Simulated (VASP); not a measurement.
# H4CO in VASP: notebook

The runs below take H4CO through single point, with PBE+D3(BJ).

Program: VASP 6.6.1. These are calculated values, not measurements. Logs are shortened: lines on timing, memory, paths and dates and some standing lists are left out, and cuts for length are marked.

### Step 1. The cell of the first run

The cell holds an amorphous packing of atoms, 36 atoms: a = 7.587 Å, b = 7.587 Å, c = 7.587 Å, α = 90.00°, β = 90.00°, γ = 90.00°.

### Step 2. Single point, PBE+D3(BJ)

Input file INCAR:

```
SYSTEM = H4CO
PREC = Accurate ; ENCUT = 520
EDIFF = 1E-6 ; ISMEAR = -1
SIGMA = 0.02 ; LREAL = Auto
LASPH = .True. ; NELM = 100
ALGO = Normal ; ISIF = 2
LWAVE = .False. ; LCHARG = .True.
GGA = PE ; IVDW = 12
LELF = .True. ; LVHAR = .True.
NBANDS = 66
```

Input file KPOINTS:

```
Automatic mesh
0
Gamma
  1 1 1
  0 0 0
```

Input file POSCAR:

```
H4CO
1.0
    7.5874210000      0.0000000000      0.0000000000
    0.0000000000      7.5874210000      0.0000000000
    0.0000000000      0.0000000000      7.5874210000
H O C
24 6 6
Direct
    0.6059444777      0.1139130435      0.2647881086
    0.6116922190      0.1998217229      0.2145052544
    0.1732913266      0.5016998574      0.6718338592
    0.1757037392      0.5884033652      0.6238051365
    0.3019247408      0.3302954452      0.3443361836
    0.2369397988      0.2571162594      0.3633392773
    0.7333765755      0.4685662255      0.3034485065
    0.6839041259      0.5543434200      0.3193379970
    0.6067569903      0.8338415798      0.4777500599
    0.5258438468      0.8078494129      0.4246733883
    0.2085899839      0.8933839862      0.4854683025
    0.2325199581      0.9399741585      0.5699707251
    0.6828459046      0.7248436648      0.8847595765
    0.5573870517      0.8761598613      1.0383809340
    0.9293567496      0.2159089689      0.5048667086
    0.8842334431      0.0031829899      0.3827907295
   -0.0397410357      0.3161498263      0.8261380671
   -0.1433785185      0.1661066981      0.9946816353
    0.0751354800      0.6877799312      0.2646974317
    0.1324493635      0.7370893752      0.0289917976
    0.5287866859      0.5349660760      0.5970190801
    0.5411988615      0.2855841461      0.5970255514
    0.3948175003      0.2836177965      1.0111807880
    0.2849580486      0.0663439580      1.0657268000
    0.8230456272      0.8605568487      1.0690592314
    0.8227582576      0.0127157604      0.6448839650
   -0.0291729719      0.3924670219      1.0842808628
    0.3330913256      0.6613522119      0.1914338088
    0.6235136962      0.4148517912      0.8179325782
    0.3083673685      0.1329608404      0.8071289082
    0.6862818206      0.8210062837      0.9949853493
    0.8798177476      0.0770942281      0.5098546886
   -0.0723936943      0.2912731747      0.9671722885
    0.1792463212      0.6950474638      0.1612566921
    0.5638876005      0.4116644379      0.6691157337
    0.3300944841      0.1613960683      0.9629922948
```

Potentials or basis: VASP PAW PBE potentials, release 64 (H, O, C).

Launch:

```
$ cat potpaw_PBE.64/H/POTCAR potpaw_PBE.64/O/POTCAR potpaw_PBE.64/C/POTCAR > POTCAR
$ mpirun -np 1 vasp_gam > vasp.out
```

OUTCAR:

```text
SYSTEM = H4CO
   PREC = Accurate
   ENCUT = 520
   EDIFF = 1E-6
   ISMEAR = -1
   LREAL = Auto
   LASPH = .True.
   NELM = 100
   ISIF = 2
   GGA = PE
   IVDW = 12
 IVDW          = 12

 ion  position               nearest neighbor table
   1  0.606  0.114  0.265-   2 0.76
   2  0.612  0.200  0.215-   1 0.76
   3  0.173  0.502  0.672-   4 0.75
   4  0.176  0.588  0.624-   3 0.75
   5  0.302  0.330  0.344-   6 0.76
   6  0.237  0.257  0.363-   5 0.76
[... 22 lines left out ...]
  29  0.624  0.415  0.818-  35 1.22
  30  0.308  0.133  0.807-  36 1.21
  31  0.686  0.821  0.995-  13 1.11  14 1.11  25 1.22
  32  0.880  0.077  0.510-  16 1.12  15 1.12  26 1.21
  33  0.928  0.291  0.967-  18 1.11  17 1.11  27 1.22
  34  0.179  0.695  0.161-  20 1.11  19 1.11  28 1.22
  35  0.564  0.412  0.669-  22 1.12  21 1.12  29 1.22
  36  0.330  0.161  0.963-  23 1.11  24 1.12  30 1.21

  LATTYP: Found a simple cubic cell.
 ALAT       =     7.5874210000

  Lattice vectors:

 A1 = (   7.5874210000,   0.0000000000,   0.0000000000)
 A2 = (   0.0000000000,   7.5874210000,   0.0000000000)
 A3 = (   0.0000000000,   0.0000000000,   7.5874210000)

Analysis of symmetry for initial positions (statically):
=====================================================================
 Subroutine PRICEL returns:
 Original cell was already a primitive cell.

 Routine SETGRP: Setting up the symmetry group for a
 simple cubic supercell.

 Subroutine GETGRP returns: Found  1 space group operations
 (whereof  1 operations were pure point group operations)
 out of a pool of 48 trial point group operations.

The static configuration has the point symmetry C_1 .

Analysis of symmetry for dynamics (positions and initial velocities):
=====================================================================
 Subroutine PRICEL returns:
 Original cell was already a primitive cell.

 Routine SETGRP: Setting up the symmetry group for a
 simple cubic supercell.

 Subroutine GETGRP returns: Found  1 space group operations
 (whereof  1 operations were pure point group operations)
 out of a pool of 48 trial point group operations.

The dynamic configuration has the point symmetry C_1 .

 Subroutine INISYM returns: Found  1 space group operations
 (whereof  1 operations are pure point group operations),
 and found     1 'primitive' translations

----------------------------------------------------------------------------------------

                                     Primitive cell

  volume of cell :     436.7999

  direct lattice vectors                    reciprocal lattice vectors
     7.587421000  0.000000000  0.000000000     0.131797089  0.000000000  0.000000000
     0.000000000  7.587421000  0.000000000     0.000000000  0.131797089  0.000000000
     0.000000000  0.000000000  7.587421000     0.000000000  0.000000000  0.131797089

  length of vectors
     7.587421000  7.587421000  7.587421000     0.131797089  0.131797089  0.131797089

  position of ions in fractional coordinates (direct lattice)
     0.605944478  0.113913043  0.264788109
     0.611692219  0.199821723  0.214505254
     0.173291327  0.501699857  0.671833859
     0.175703739  0.588403365  0.623805137
     0.301924741  0.330295445  0.344336184
     0.236939799  0.257116259  0.363339277
[... 28 lines left out ...]
     0.563887601  0.411664438  0.669115734
     0.330094484  0.161396068  0.962992295

  ion indices of the primitive-cell ions
   primitive index   ion index
                 1           1
                 2           2
                 3           3
                 4           4
                 5           5
                 6           6
[... 28 lines left out ...]
                35          35
                36          36

----------------------------------------------------------------------------------------

 KPOINTS: Automatic mesh

Automatic generation of k-mesh.
 Grid dimensions read from file:
 generate k-points for:    1    1    1

 Generating k-lattice:

  Cartesian coordinates                     Fractional coordinates (reciprocal lattice)
     0.131797089  0.000000000  0.000000000     1.000000000  0.000000000  0.000000000
     0.000000000  0.131797089  0.000000000     0.000000000  1.000000000  0.000000000
     0.000000000  0.000000000  0.131797089     0.000000000  0.000000000  1.000000000

  Length of vectors
     0.131797089  0.131797089  0.131797089

  Shift w.r.t. Gamma in fractional coordinates (k-lattice)
     0.000000000  0.000000000  0.000000000

 Subroutine IBZKPT returns following result:
 ===========================================

 Found      1 irreducible k-points:

 Following reciprocal coordinates:
            Coordinates               Weight
  0.000000  0.000000  0.000000      1.000000
   k-points           NKPTS =      1   k-points in BZ     NKDIM =      1   number of bands    NBANDS=     66
   number of dos      NEDOS =    301   number of ions     NIONS =     36
   total plane-waves  NPLWV = 175616
   dimension x,y,z NGX =    56 NGY =   56 NGZ =   56
   dimension x,y,z NGXF=   112 NGYF=  112 NGZF=  112
   ions per type =              24   6   6
   NGX,Y,Z   is equivalent  to a cutoff of  12.27, 12.27, 12.27 a.u.
   NGXF,Y,Z  is equivalent  to a cutoff of  24.54, 24.54, 24.54 a.u.
 SYSTEM =  H4CO
   PREC   = accura    normal or accurate (medium, high low for compatibility)
   ISTART =      0    job   : 0-new  1-cont  2-samecut
   ICHARG =      2    charge: 1-file 2-atom 10-const
   ISPIN  =      1    spin polarized calculation?
   LNONCOLLINEAR =      F non collinear calculations
   LSORBIT =      F    spin-orbit coupling
   LASPH  =      T    aspherical Exc in radial PAW
   ENCUT  =  520.0 eV  38.22 Ry    6.18 a.u.  14.11 14.11 14.11*2*pi/ulx,y,z
   NELM   =    100;   NELMIN=  2; NELMDL= -5     # of ELM steps
   EDIFF  = 0.1E-05   stopping-criterion for ELM
   LREAL  =      T    real-space projection
   EDIFFG = 0.1E-04   stopping-criterion for IOM
   NSW    =      0    number of steps for IOM
   IBRION =     -1    ionic relax: 0-MD 1-quasi-New 2-CG
   NFREE  =      0    steps in history (QN), initial steepest desc. (CG)
   ISIF   =      2    stress and relaxation
   ISYM   =      2    0-nonsym 1-usesym 2-fastsym
   POTIM  = 0.5000    time-step for ionic-motion
   TEBEG  =    0.0;   TEEND  =   0.0 temperature during run
   PSTRESS=    0.0 pullay stress
   NELECT =      84.0000    total number of electrons
   NUPDOWN=      -1.0000    fix difference up-down
   EMIN   =  10.00;   EMAX   =-10.00  energy-range for DOS
   EFERMI =   0.00;   METHOD = LEGACY
   ISMEAR =    -1;   SIGMA  =   0.02  broadening in eV -4-tet -1-fermi 0-gaus
   EFERMI_NEDOS =   21; number of points for ismear=-14 and -15
   IALGO  =     38    algorithm
   IMIX   =      4    mixing-type and parameters
     AMIX     =   0.40;   BMIX     =  1.00
     AMIX_MAG =   1.60;   BMIX_MAG =  1.00
  volume/ion in A,a.u.               =      12.13        81.88
  Fermi-wavevector in a.u.,A,eV,Ry     =   0.944946  1.785689 12.148959  0.892923
  Thomas-Fermi vector in A             =   2.072800
   LORBIT       =      0    0 simple, 1 ext, 2 COOP (PROOUT), +10 PAW based schemes
   GGA     = PE    functional components
   LHFCALC =     F    Hartree Fock is set to
   AEXX    =    0.0000 exact exchange contribution
   IVDW    =    12    specifies the selected vdW correction
   LEPSILON=     F    determine dielectric tensor
   LRPA    =     F    only Hartree local field effects (RPA)
 non-spin polarized calculation
  energy-cutoff  :      520.00
  volume of cell :      436.80
 maximum number of plane-waves:      5877
   NGX = 29   NGY = 29   NGZ = 29

 number of electron      84.0000019 magnetization

 Free energy of the ion-electron system (eV)
  ---------------------------------------------------
  ext. energy  EPLUGINS =         0.00000000
  ---------------------------------------------------
  free energy    TOTEN  =      -174.15764429 eV

  energy without entropy =     -174.15764429  energy(sigma->0) =     -174.15764429

 E-fermi :  -2.6259     XC(G=0):  -6.3757

 val. band max:       -3.1230459354   @ k =   0.0000   0.0000   0.0000
 cond. band min:      -0.0770063080   @ k =   0.0000   0.0000   0.0000
 fundamental gap:      3.0460396274
 Fermi energy:        -2.6259155851

 k-point     1 :       0.0000    0.0000    0.0000
  band No.  band energies     occupation
      1     -24.0846      2.00000
      2     -23.9196      2.00000
      3     -23.8885      2.00000
      4     -23.6486      2.00000
      5     -23.6170      2.00000
      6     -23.6002      2.00000
[... 46 lines left out ...]
     53       3.4670      0.00000
     54       3.9584      0.00000
 [bands above 54 left out]

------------------------ aborting loop because EDIFF is reached ----------------------------------------

 Edisp (eV)   -1.29289

 E8    (eV) :    -0.2836

  FORCE on cell =-STRESS in cart. coord.  units (eV):
  Direction    XX          YY          ZZ          XY          YZ          ZX
  --------------------------------------------------------------------------------------
  -------------------------------------------------------------------------------------
  Total       0.80701    -0.92457     0.04375    -0.27655     0.37264     0.33235
  in kB       2.96010    -3.39131     0.16048    -1.01437     1.36684     1.21906
  external pressure =       -0.09 kB  Pullay stress =        0.00 kB

 VOLUME and BASIS-vectors are now :
 -----------------------------------------------------------------------------
  energy-cutoff  :      520.00
  volume of cell :      436.80
      direct lattice vectors                 reciprocal lattice vectors
     7.587421000  0.000000000  0.000000000     0.131797089  0.000000000  0.000000000
     0.000000000  7.587421000  0.000000000     0.000000000  0.131797089  0.000000000
     0.000000000  0.000000000  7.587421000     0.000000000  0.000000000  0.131797089

 POSITION                                       TOTAL-FORCE (eV/Angst)
 -----------------------------------------------------------------------------------
      4.59756      0.86431      2.00906        -0.017145      0.120675     -0.098320
      4.64117      1.51613      1.62754         0.005338     -0.131002      0.116519
      1.31483      3.80661      5.09749        -0.006191      0.024687     -0.010804
      1.33314      4.46446      4.73307        -0.018538     -0.015764      0.031781
      2.29083      2.50609      2.61262        -0.151693     -0.110614      0.020022
      1.79776      1.95085      2.75681         0.148780      0.129998     -0.018798
[... 28 lines left out ...]
      4.27845      3.12347      5.07686        -0.209647     -0.074584     -0.456015
      2.50457      1.22458      7.30663         0.000585      0.067435      0.373318
 -----------------------------------------------------------------------------------
    total drift:                               -0.008843     -0.004424      0.002622

  FREE ENERGIE OF THE ION-ELECTRON SYSTEM (eV)
  ---------------------------------------------------
  free  energy   TOTEN  =      -175.4505353617 eV

  energy  without entropy=     -175.4505353617  energy(sigma->0) =     -175.45053536
```

Run time: 30 s. Hardware: 1 thread of Intel Xeon 6975P-C (Granite Rapids), shared host; peak memory 0.39 GiB.

What came out:

| Item | Value |
| --- | --- |
| Free energy | -175.4505 eV |
| Pressure | 0.0 GPa |
| Largest force | 0.507 eV/Å |
| Band gap on the k mesh | 3.05 eV |
| Dispersion energy per atom | -0.036 eV |

Forces in eV/Å, atoms in the order of the input:
```
H   -0.017  0.121 -0.098
H    0.005 -0.131  0.117
H   -0.006  0.025 -0.011
H   -0.019 -0.016  0.032
H   -0.152 -0.111  0.020
H    0.149  0.130 -0.019
H   -0.093  0.287  0.032
H    0.106 -0.272 -0.016
H   -0.210 -0.052 -0.098
H    0.217  0.047  0.096
H    0.030  0.035  0.058
H   -0.030 -0.031 -0.067
H    0.002  0.042  0.016
H    0.009 -0.004 -0.053
H    0.010 -0.065  0.004
H   -0.011 -0.015  0.059
H   -0.007  0.037  0.099
H    0.036  0.091 -0.020
H    0.058 -0.027 -0.025
H   -0.021 -0.004  0.009
H   -0.013 -0.080  0.093
H    0.055  0.078  0.068
H    0.007  0.010  0.004
H    0.026  0.018 -0.004
O    0.145  0.123  0.055
O   -0.108 -0.069  0.210
O    0.080  0.050  0.130
O    0.305 -0.067  0.077
O    0.149  0.078  0.256
O   -0.075 -0.057 -0.360
C   -0.117 -0.134 -0.024
C    0.123  0.154 -0.291
C   -0.072 -0.192 -0.190
C   -0.355  0.009 -0.077
C   -0.210 -0.075 -0.456
C    0.001  0.067  0.373
```

Caveat: the k points lie up to 0.83 Å⁻¹ apart.

### Step 3. Single point, PBE+D3(BJ)

Input file INCAR:

```
SYSTEM = H4CO
ALGO = Normal
EDIFF = 1E-6
ENCUT = 520
GGA = PE
ISIF = 2
ISMEAR = -1
IVDW = 12
LASPH = .TRUE.
LCHARG = .FALSE.
LREAL = Auto
LWAVE = .FALSE.
NBANDS = 66
NELM = 100
PREC = Accurate
SIGMA = 0.02
```

Input file KPOINTS:

```
k-points
0
G
  1 1 1
  0 0 0
```

Input file POSCAR:

```
H4CO
1.0
    7.5874210000      0.0000000000      0.0000000000
    0.0000000000      7.5874210000      0.0000000000
    0.0000000000      0.0000000000      7.5874210000
H O C
24 6 6
Direct
    0.6539903348      0.2705662438      0.2626979576
    0.5937854246      0.2207205848      0.3161153177
    0.1918702020      0.5530996632      0.7254507164
    0.1748551978      0.5685462821      0.6244282478
    0.1769639513      0.3431732601      0.4917349387
    0.2462233215      0.3421057036      0.4281164838
    0.8234682114      0.6410873998      0.3872330269
    0.7664923299      0.7105181062      0.4108115261
    0.6251794912      0.9525107411      0.3377432200
    0.5432939598      0.9378680846      0.2834428194
    0.2578478247      0.8681474245      0.5302065089
    0.1790595250      0.8528853216      0.4690131205
    0.6806528859      0.7053384806      0.8889318255
    0.6592885778      0.9564382944      0.8958775320
    1.0143235758      0.1545189070      0.6010869833
    0.9210244166      0.0551570817      0.3876152384
    0.0146294769      0.2956735892      0.8524108521
   -0.1497083133      0.1507626900      0.9722144059
    0.1054376711      0.5985169401      0.2844576570
    0.1202384842      0.7531676442      0.0829530877
    0.5452181973      0.5723683976      0.6437497010
    0.5292839293      0.3187907986      0.5840851588
    0.3756217033      0.2158836316      1.0253945313
    0.3248930038     -0.0241847658      1.0075887446
    0.8385721578      0.8441076355      1.0576979978
    0.7723968395      0.0452459406      0.6034593309
   -0.0578457423      0.3769528539      1.0895665339
    0.3520563838      0.6705835883      0.1974056797
    0.6292783806      0.3988838895      0.8097217750
    0.3411172255      0.1237706462      0.7835995920
    0.7296945827      0.8331816569      0.9397396032
    0.9049978906      0.0933650578      0.5283745294
   -0.0603498870      0.2691032961      0.9741913623
    0.1944402452      0.6780828426      0.1880612661
    0.5602035263      0.4306865271      0.6680662639
    0.3453874512      0.1057144450      0.9416770204
```

Potentials or basis: VASP PAW PBE potentials, release 64 (H, O, C).

Launch:

```
$ cat potpaw_PBE.64/H/POTCAR potpaw_PBE.64/O/POTCAR potpaw_PBE.64/C/POTCAR > POTCAR
$ mpirun -np 1 vasp_gam > vasp.out
```

It took 28 s on 1 thread of Intel Xeon 6975P-C (Granite Rapids), shared host; peak memory 0.38 GiB.

Results (log left out):

| Property | Result |
| --- | --- |
| Free energy | -174.4760 eV |
| Pressure | 1.4 GPa |
| Largest force | 2.393 eV/Å |
| Band gap on the k mesh | 2.86 eV |
| Dispersion energy per atom | -0.036 eV |

Forces in eV/Å, atoms in the order of the input:
```
H    0.759  0.820 -0.703
H   -0.728 -0.508  0.591
H   -0.224  0.219 -0.901
H    0.149 -0.067  1.156
H   -0.911 -0.052  0.780
H    1.006 -0.088 -1.051
H    1.131 -1.418 -0.459
H   -1.134  1.345  0.510
H   -0.286 -0.112 -0.063
H    0.101 -0.137  0.114
H   -0.401  0.054 -0.251
H    0.372  0.124  0.359
H    0.275 -0.142 -0.156
H    0.245 -0.472 -0.212
H    0.300  0.336 -0.050
H    0.325  0.465 -0.159
H    0.310 -0.244 -0.340
H    0.485  0.269  0.273
H    0.573  0.772 -0.735
H    0.251 -0.182  0.387
H   -0.599  0.203 -1.097
H   -0.480  0.065 -0.814
H    0.204  0.939  0.862
H   -0.052 -0.011 -0.067
O    0.325 -0.198 -0.337
O   -0.554  0.094  0.496
O    0.125  0.810  1.670
O    1.480  0.064 -0.094
O    0.324 -0.255  0.716
O   -0.347 -0.169 -1.079
C   -0.835  0.722  0.719
C    0.024 -1.013 -0.334
C   -0.925 -0.715 -1.489
C   -2.228 -0.826  0.284
C    0.825  0.146  1.223
C    0.114 -0.837  0.251
```

Stress tensor (GPa, compression positive):
```
 1.46 -0.24 -0.31
-0.24  1.07  0.87
-0.31  0.87  1.79
```

Levels at points of the mesh, in eV from the valence-band top:
| k point | band 39 | band 40 | band 41 | band 42 | band 43 | band 44 | band 45 | band 46 |
| --- | --- | --- | --- | --- | --- | --- | --- | --- |
| (0.00, 0.00, 0.00) | -0.43 | -0.18 | -0.12 | 0.00 | 2.86 | 2.98 | 3.28 | 3.44 |

Caveat: the k points lie up to 0.83 Å⁻¹ apart.

[end of part 1 of 2]
